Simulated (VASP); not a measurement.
A run of VASP 6.6.1 is set up as follows.

The input INCAR:

```
ALGO = Normal ; EDIFF = 1E-7
ENCUT = 520 ; GGA = CA
ISIF = 2 ; ISMEAR = 1
LASPH = T ; LCHARG = F
LREAL = F ; LWAVE = F
NBANDS = 11 ; NELM = 80
PREC = Accurate ; SIGMA = 0.1
```

KPOINTS

```
k-points
0
Gamma
  13 13 13
```

File POSCAR:

```
Pt
1.0
    0.0000000000      1.9444210696      1.9444210696
    1.9444210696      0.0000000000      1.9444210696
    1.9444210696      1.9444210696      0.0000000000
Pt
1
Direct
    0.0000000000      0.0000000000      0.0000000000
```

Potentials or basis: VASP PAW LDA potentials, release 64 (Pt).

Command:

```sh
$ cat potpaw_LDA.64/Pt/POTCAR > POTCAR
$ mpirun -np 1 vasp_std > vasp.out
```

Problem. Predict the pressure.

Solution. 1.8 GPa.

Problem. Predict the band gap on the k mesh.

Solution. Zero (band 5 reaches 12.08 eV, above the bottom of band 6 at 9.82 eV).

Caveat: spin-orbit coupling is left out, which moves the levels of the heavy elements.
